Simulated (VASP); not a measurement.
# Al8H in VASP: single point with PBE

Aim: the single point of Al8H with PBE.

Program: VASP 6.6.1. These are calculated values, not measurements. Logs are shortened: lines on timing, memory, paths and dates and some standing lists are left out, and cuts for length are marked.

### 1 The cell of the first run

The cell holds a slab with vacuum, 9 atoms: a = 2.854 Å, b = 2.854 Å, c = 31.976 Å, α = 90.00°, β = 90.00°, γ = 120.00°.

### 2 Single point, PBE

File INCAR:

```
SYSTEM = Al8H
ALGO = Normal ; DIPOL = 0.5 0.5 0.415
EDIFF = 1E-6 ; ENCUT = 520
GGA = PE ; IDIPOL = 3
ISIF = 2 ; ISMEAR = 0
LASPH = .True. ; LCHARG = .False.
LDIPOL = .True. ; LREAL = .False.
LWAVE = .False. ; NBANDS = 22
NELM = 100 ; PREC = Accurate
SIGMA = 0.1
```

File KPOINTS:

```
k-points
0
Gamma
  9 9 1
  0 0 0
```

File POSCAR:

```
Al8H
1.0
    2.8543223330      0.0000000000      0.0000000000
   -1.4271611665      2.4719156510      0.0000000000
    0.0000000000      0.0000000000     31.9760593533
Al H
8 1
Direct
    0.3333333333      0.6666666667      0.1250935882
    0.0000000000      0.0000000000      0.1984546650
    0.6666666667      0.3333333333      0.2718157419
    0.0000000000      0.0000000000      0.3451768186
    0.3333333333      0.6666666667      0.4179469871
    0.0000000000      0.0000000000      0.4916851455
    0.6666666667      0.3333333333      0.5654358086
   -0.1097846281     -0.0363581082      0.6416736834
    0.5000000000      0.3333333333      0.6749545014
```

Potentials or basis: VASP PAW PBE potentials, release 64 (Al, H).

Started as:

```bash
> cat potpaw_PBE.64/Al/POTCAR potpaw_PBE.64/H/POTCAR > POTCAR
> mpirun -np 1 vasp_std > vasp.out
```

OUTCAR:

```text
SYSTEM = Al8H
   EDIFF = 1E-6
   ENCUT = 520
   GGA = PE
   ISIF = 2
   ISMEAR = 0
   LASPH = .True.
   LREAL = .False.
   NELM = 100
   PREC = Accurate

 ion  position               nearest neighbor table
   1  0.333  0.667  0.125-   2 2.87   2 2.87   2 2.87
   2  0.000  0.000  0.198-   1 2.87   1 2.87   1 2.87   3 2.87   3 2.87   3 2.87
   3  0.667  0.333  0.272-   4 2.87   4 2.87   4 2.87   2 2.87   2 2.87   2 2.87
   4  0.000  0.000  0.345-   5 2.85   5 2.85   5 2.85   3 2.87   3 2.87   3 2.87
   5  0.333  0.667  0.418-   4 2.85   4 2.85   4 2.85   6 2.88   6 2.88   6 2.88
   6  0.000  0.000  0.492-   5 2.88   5 2.88   5 2.88   7 2.88   7 2.88   7 2.88
   7  0.667  0.333  0.565-   8 2.85   6 2.88   6 2.88   6 2.88   8 2.90   8 3.10
   8  0.890  0.964  0.642-   9 1.85   9 1.90   7 2.85   7 2.90   7 3.10
   9  0.500  0.333  0.675-   8 1.85   8 1.90

  LATTYP: Found a hexagonal cell.
 ALAT       =     2.8543223330
 C/A-ratio  =    11.2026798738

  Lattice vectors:

 A1 = (   2.8543223330,   0.0000000000,   0.0000000000)
 A2 = (  -1.4271611665,   2.4719156510,   0.0000000000)
 A3 = (   0.0000000000,   0.0000000000,  31.9760593533)

Analysis of symmetry for initial positions (statically):
=====================================================================
 Subroutine PRICEL returns:
 Original cell was already a primitive cell.

 Routine SETGRP: Setting up the symmetry group for a
 hexagonal supercell.

 Subroutine GETGRP returns: Found  1 space group operations
 (whereof  1 operations were pure point group operations)
 out of a pool of 24 trial point group operations.

The static configuration has the point symmetry C_1 .

Analysis of symmetry for dynamics (positions and initial velocities):
=====================================================================
 Subroutine PRICEL returns:
 Original cell was already a primitive cell.

 Routine SETGRP: Setting up the symmetry group for a
 hexagonal supercell.

 Subroutine GETGRP returns: Found  1 space group operations
 (whereof  1 operations were pure point group operations)
 out of a pool of 24 trial point group operations.

The dynamic configuration has the point symmetry C_1 .

 Subroutine INISYM returns: Found  1 space group operations
 (whereof  1 operations are pure point group operations),
 and found     1 'primitive' translations

----------------------------------------------------------------------------------------

                                     Primitive cell

  volume of cell :     225.6117

  direct lattice vectors                    reciprocal lattice vectors
     2.854322333  0.000000000  0.000000000     0.350345856  0.202272274  0.000000000
    -1.427161166  2.471915651  0.000000000     0.000000000  0.404544548  0.000000000
     0.000000000  0.000000000 31.976059353     0.000000000  0.000000000  0.031273397

  length of vectors
     2.854322333  2.854322333 31.976059353     0.404544548  0.404544548  0.031273397

  position of ions in fractional coordinates (direct lattice)
     0.333333333  0.666666667  0.125093588
     0.000000000  0.000000000  0.198454665
     0.666666667  0.333333333  0.271815742
     0.000000000  0.000000000  0.345176819
     0.333333333  0.666666667  0.417946987
     0.000000000  0.000000000  0.491685145
     0.666666667  0.333333333  0.565435809
     0.890215372  0.963641892  0.641673683
     0.500000000  0.333333333  0.674954501

  ion indices of the primitive-cell ions
   primitive index   ion index
                 1           1
                 2           2
                 3           3
                 4           4
                 5           5
                 6           6
                 7           7
                 8           8
                 9           9

----------------------------------------------------------------------------------------

 KPOINTS: k-points

Automatic generation of k-mesh.
 Grid dimensions read from file:
 generate k-points for:    9    9    1

 Generating k-lattice:

  Cartesian coordinates                     Fractional coordinates (reciprocal lattice)
     0.038927317  0.022474697  0.000000000     0.111111111  0.000000000  0.000000000
     0.000000000  0.044949394  0.000000000     0.000000000  0.111111111  0.000000000
     0.000000000  0.000000000  0.031273397     0.000000000  0.000000000  1.000000000

  Length of vectors
     0.044949394  0.044949394  0.031273397

  Shift w.r.t. Gamma in fractional coordinates (k-lattice)
     0.000000000  0.000000000  0.000000000

 Subroutine IBZKPT returns following result:
 ===========================================

 Found     41 irreducible k-points:

 Following reciprocal coordinates:
            Coordinates               Weight
  0.000000  0.000000  0.000000      1.000000
  0.111111  0.000000  0.000000      2.000000
  0.000000  0.111111  0.000000      2.000000
 -0.111111  0.111111  0.000000      2.000000
  0.222222  0.000000  0.000000      2.000000
  0.000000  0.222222  0.000000      2.000000
[... 16 lines left out ...]
  0.333333  0.111111  0.000000      2.000000
 -0.111111  0.444444  0.000000      2.000000
 [... further k-points ...]
   k-points           NKPTS =     41   k-points in BZ     NKDIM =     41   number of bands    NBANDS=     22
   number of dos      NEDOS =    301   number of ions     NIONS =      9
   total plane-waves  NPLWV = 138240
   dimension x,y,z NGX =    24 NGY =   24 NGZ =  240
   dimension x,y,z NGXF=    48 NGYF=   48 NGZF=  480
   ions per type =               8   1
   NGX,Y,Z   is equivalent  to a cutoff of  13.98, 13.98, 12.48 a.u.
   NGXF,Y,Z  is equivalent  to a cutoff of  27.96, 27.96, 24.96 a.u.
 SYSTEM =  Al8H
   PREC   = accura    normal or accurate (medium, high low for compatibility)
   ISTART =      0    job   : 0-new  1-cont  2-samecut
   ICHARG =      2    charge: 1-file 2-atom 10-const
   ISPIN  =      1    spin polarized calculation?
   LNONCOLLINEAR =      F non collinear calculations
   LSORBIT =      F    spin-orbit coupling
   LASPH  =      T    aspherical Exc in radial PAW
   ENCUT  =  520.0 eV  38.22 Ry    6.18 a.u.   5.31  5.31 59.45*2*pi/ulx,y,z
   NELM   =    100;   NELMIN=  2; NELMDL= -5     # of ELM steps
   EDIFF  = 0.1E-05   stopping-criterion for ELM
   LREAL  =      F    real-space projection
   EDIFFG = 0.1E-04   stopping-criterion for IOM
   NSW    =      0    number of steps for IOM
   IBRION =     -1    ionic relax: 0-MD 1-quasi-New 2-CG
   NFREE  =      0    steps in history (QN), initial steepest desc. (CG)
   ISIF   =      2    stress and relaxation
   ISYM   =      2    0-nonsym 1-usesym 2-fastsym
   POTIM  = 0.5000    time-step for ionic-motion
   TEBEG  =    0.0;   TEEND  =   0.0 temperature during run
   PSTRESS=    0.0 pullay stress
   NELECT =      25.0000    total number of electrons
   NUPDOWN=      -1.0000    fix difference up-down
   EMIN   =  10.00;   EMAX   =-10.00  energy-range for DOS
   EFERMI =   0.00;   METHOD = LEGACY
   ISMEAR =     0;   SIGMA  =   0.10  broadening in eV -4-tet -1-fermi 0-gaus
   EFERMI_NEDOS =   21; number of points for ismear=-14 and -15
   IALGO  =     38    algorithm
   IMIX   =      4    mixing-type and parameters
     AMIX     =   0.40;   BMIX     =  1.00
     AMIX_MAG =   1.60;   BMIX_MAG =  1.00
  volume/ion in A,a.u.               =      25.07       169.17
  Fermi-wavevector in a.u.,A,eV,Ry     =   0.786323  1.485935  8.412534  0.618304
  Thomas-Fermi vector in A             =   1.890838
   LORBIT       =      0    0 simple, 1 ext, 2 COOP (PROOUT), +10 PAW based schemes
   GGA     = PE    functional components
   LHFCALC =     F    Hartree Fock is set to
   AEXX    =    0.0000 exact exchange contribution
   IVDW    =     0    specifies the selected vdW correction
   LEPSILON=     F    determine dielectric tensor
   LRPA    =     F    only Hartree local field effects (RPA)
 non-spin polarized calculation
 Gauss-broadening in eV      SIGMA  =   0.10
  energy-cutoff  :      520.00
  volume of cell :      225.61
 maximum number of plane-waves:      6109
 NGX is ok and might be reduce to    24
   NGX = 11   NGY = 11   NGZ =119

 dipolmoment           0.000000      0.000000     -0.000953 electrons x Angstroem

 number of electron      24.9999999 magnetization

 dipolmoment           0.000000      0.000000      0.001642 electrons x Angstroem

 Free energy of the ion-electron system (eV)
  ---------------------------------------------------
  ext. energy  EPLUGINS =         0.00000000
  ---------------------------------------------------
  free energy    TOTEN  =       -32.14553502 eV

  energy without entropy =      -32.12175075  energy(sigma->0) =      -32.13364289

 E-fermi :   3.0952     XC(G=0):  -6.6762

 val. band max:        3.0746597938   @ k =   0.4444   0.0000   0.0000
 cond. band min:       3.1023317470   @ k =   0.0000   0.4444   0.0000
 fundamental gap:      0.0276719532
 Fermi energy:         3.0951618686

 k-point     1 :       0.0000    0.0000    0.0000
  band No.  band energies     occupation
      1      -7.9471      2.00000
      2      -7.7432      2.00000
      3      -7.3829      2.00000
      4      -6.8172      2.00000
      5      -6.0445      2.00000
      6      -5.0861      2.00000
[... 14 lines left out ...]
     21      12.1997      0.00000
     22      13.3391      0.00000

 k-point     2 :       0.1111    0.0000    0.0000
  band No.  band energies     occupation
      1      -7.6494      2.00000
      2      -7.4487      2.00000
      3      -7.0886      2.00000
      4      -6.5239      2.00000
      5      -5.7522      2.00000
      6      -4.7957      2.00000
[... 14 lines left out ...]
     21      10.5940      0.00000
     22      10.7336      0.00000
[... 523 lines left out ...]
     21       6.6219      0.00000
     22       6.8186      0.00000

 k-point    24 :      -0.1111    0.4444    0.0000
  band No.  band energies     occupation
      1      -4.1737      2.00000
      2      -4.0222      2.00000
      3      -3.6371      2.00000
      4      -3.0880      2.00000
      5      -2.3347      2.00000
      6      -1.4222      2.00000
[... 14 lines left out ...]
     21       6.6570      0.00000
     22       6.8902      0.00000

 [... further k-points ...]

------------------------ aborting loop because EDIFF is reached ----------------------------------------

 vacuum level on the upper side and lower side of the slab       (xc-potential included)        -0.203        -0.207

  FORCE on cell =-STRESS in cart. coord.  units (eV):
  Direction    XX          YY          ZZ          XY          YZ          ZX
  --------------------------------------------------------------------------------------
  -------------------------------------------------------------------------------------
  Total       -1.6043012     -1.6130282      0.5282392     -0.0447234      0.1180523      0.1201141
  in kB      -11.3929157    -11.4548900      3.7512810     -0.3176022      0.8383464      0.8529884
  external PRESSURE =      -6.3655083 kB  Pullay stress =       0.0000000 kB

 VOLUME and BASIS-vectors are now :
 -----------------------------------------------------------------------------
  energy-cutoff  :      520.00
  volume of cell :      225.61
      direct lattice vectors                 reciprocal lattice vectors
     2.854322333  0.000000000  0.000000000     0.350345856  0.202272274  0.000000000
    -1.427161166  2.471915651  0.000000000     0.000000000  0.404544548  0.000000000
     0.000000000  0.000000000 31.976059353     0.000000000  0.000000000  0.031273397

 POSITION                                       TOTAL-FORCE (eV/Angst)
 -----------------------------------------------------------------------------------
     -0.00000      1.64794      4.00000         0.002904     -0.002434     -0.059726
      0.00000      0.00000      6.34580         0.003116      0.003186      0.003763
      1.42716      0.82397      8.69160        -0.001247      0.000321     -0.016318
      0.00000      0.00000     11.03739         0.001174     -0.004603      0.010620
     -0.00000      1.64794     13.36430        -0.029401      0.007194      0.072650
      0.00000      0.00000     15.72215        -0.002048     -0.012930     -0.028514
      1.42716      0.82397     18.08041         0.012476     -0.016969      0.037441
      1.16569      2.38204     20.51820        -0.004369     -0.003384     -0.016360
      0.95144      0.82397     21.58239         0.017395      0.029618     -0.003556
 -----------------------------------------------------------------------------------
    total drift:                               -0.000040      0.000010     -0.000101

  FREE ENERGIE OF THE ION-ELECTRON SYSTEM (eV)
  ---------------------------------------------------
  free  energy   TOTEN  =       -32.1455350198 eV

  energy  without entropy=      -32.1217507534  energy(sigma->0) =      -32.13364289

 vacuum level on the upper side and lower side of the slab         7.031         7.026
```

Wall time 2.6 min (1 thread of Intel Xeon 6975P-C (Granite Rapids), shared host); peak memory 0.44 GiB.

What came out:

```yaml
Free_energy: -32.1455 eV
Largest_force: 0.079 eV/Å
```

Forces on the atoms (eV/Å):
```
Al   0.003 -0.002 -0.060
Al   0.003  0.003  0.004
Al  -0.001  0.000 -0.016
Al   0.001 -0.005  0.011
Al  -0.029  0.007  0.073
Al  -0.002 -0.013 -0.029
Al   0.012 -0.017  0.037
Al  -0.004 -0.003 -0.016
H    0.017  0.030 -0.004
```
